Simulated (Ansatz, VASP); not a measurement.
**ZnO: VASP beside Ansatz**

The input INCAR:

```
PREC     = Accurate       # precision mode
ENCUT    = 1340           # plane-wave cutoff, eV
EDIFF    = 1E-6           # SCF threshold, eV
ISMEAR   = 0              # smearing method
SIGMA    = 0.1            # smearing width, eV
LREAL    = F              # projectors in reciprocal space
LASPH    = T              # aspherical terms in the spheres
NELM     = 120            # most SCF steps
ALGO     = Normal         # electronic algorithm
ISIF     = 2              # what is computed and relaxed
LWAVE    = F              # write WAVECAR
LCHARG   = T              # write CHGCAR
GGA      = PE             # functional
LELF     = T              # ELF
LVHAR    = T            
NBANDS   = 26             # bands
GGA_COMPAT= F
```

The input KPOINTS:

```
Automatic mesh
0
Gamma
  6 6 4
```

File POSCAR:

```
ZnO
1.0
    3.2373510200      0.0000000000      0.0000000000
   -1.6186755100      2.8036282300      0.0000000000
    0.0000000000      0.0000000000      5.2220613000
Zn O
2 2
Direct
    0.6666666700      0.3333333300      0.5005917000
    0.3333333300      0.6666666700      0.0005917000
    0.6666666700      0.3333333300      0.8797183000
    0.3333333300      0.6666666700      0.3797183000
```

Input for Ansatz:

```yaml
crystal:
  lattice:
    - [3.23735102, 0.0, 0.0]
    - [-1.61867551, 2.80362823, 0.0]
    - [0.0, 0.0, 5.2220613]
  atoms:
    - { symbol: Zn, position: [0.66666667, 0.33333333, 0.5005917] }
    - { symbol: Zn, position: [0.33333333, 0.66666667, 0.0005917] }
    - { symbol: O, position: [0.66666667, 0.33333333, 0.8797183] }
    - { symbol: O, position: [0.33333333, 0.66666667, 0.3797183] }
basis:
  ecutwfc: 420
kpoints:
  mp_grid: { grid: [6, 6, 4] }
hamiltonian:
  xc: pbe
scf:
  occupations: { method: gaussian, width: 0.1 }
output:
  forces: true
  stress: true
  eigenvalues: true
```

Alike in both runs: task single point; functional PBE; k mesh 6 × 6 × 4; occupations gaussian, width 0.1 eV; no spin polarisation.

|  | VASP | Ansatz |
| --- | --- | --- |
| version | VASP 6.6.1 | Ansatz 0.2.0 |
| potentials or method | VASP PAW PBE potentials, release 64 (Zn, O_h), cutoff 1340 eV | scalar-relativistic, plane waves, PAW |
| valence electrons in the cell | 36 | 36 |

|  | VASP | Ansatz | Ansatz less VASP |
| --- | --- | --- | --- |
| gap on the k mesh at the Fermi level (eV) | 0.79 | 0.80 | +0.012 |
| least direct gap on the mesh (eV) | 0.79 | 0.80 | +0.012 |
| pressure (GPa) | 6.5 | 5.5 | -0.93 |

The functional is the same, so the differences come from potentials, cutoffs and numerics.
